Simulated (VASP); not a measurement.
Set up this calculation in VASP 6.6.1, as the native input.

```
Task                   : single point
Functional             : PBE
Potentials or basis    : VASP PAW PBE potentials, release 64 (Zr_sv)
Cutoff                 : 520 eV
k mesh                 : 18 × 18 × 10
Occupations            : gaussian, width 0.15 eV
Spin                   : no spin polarisation
Dipole correction      : no
Further INCAR settings : ALGO = Fast; EDIFF = 1e-06; NBANDS = 19
```

The structure of Zr lies in POSCAR:

```
Zr
1.0
    3.2319982225      0.0000000000      0.0000000000
   -1.6159991112      2.7989925657      0.0000000000
    0.0000000000      0.0000000000      5.1470000000
Zr
2
Direct
    0.1869207897      0.5594852459      0.2500000000
    0.6666666667      0.3333333333      0.7500000000
```

This cell differs from its parent crystal: atom 1 (Zr) moved by (-0.300, -0.300) A along x and y.

These files were run (other wordings do the same):

INCAR

```
SYSTEM = Zr
PREC     = Accurate       ! precision mode
ENCUT    = 520            ! plane-wave cutoff, eV
EDIFF    = 1E-6           ! SCF threshold, eV
ISMEAR   = 0              ! smearing method
SIGMA    = 0.15           ! smearing width, eV
LREAL    = .False.        ! projectors in reciprocal space
LASPH    = .True.         ! aspherical terms in the spheres
NELM     = 100            ! most SCF steps
ALGO     = Fast           ! electronic algorithm
ISIF     = 2              ! what is computed and relaxed
LWAVE    = .False.        ! write WAVECAR
LCHARG   = .False.        ! write CHGCAR
GGA      = PE             ! functional
NBANDS   = 19             ! bands
```

KPOINTS

```
regular mesh
0
Gamma
  18 18 10
  0 0 0
```

Potentials or basis: VASP PAW PBE potentials, release 64 (Zr_sv).

Command:

```bash
$ cat potpaw_PBE.64/Zr_sv/POTCAR > POTCAR
$ mpirun -np 1 vasp_std > vasp.out
```

Results of the run:

```yaml
Pressure: -0.4 GPa
Largest_force: 0.352 eV/Å
Band_gap_on_the_k_mesh: zero (band 12 reaches 9.85 eV, above the bottom of band 13 at 8.42 eV)
```

Caveat: the cell differs from its parent crystal (atom 1 (Zr) moved by (-0.300, -0.300) A along x and y).

Run time: 23 min on 1 thread of AMD EPYC 7R13, with other jobs on the host, peak memory 0.7 GiB.
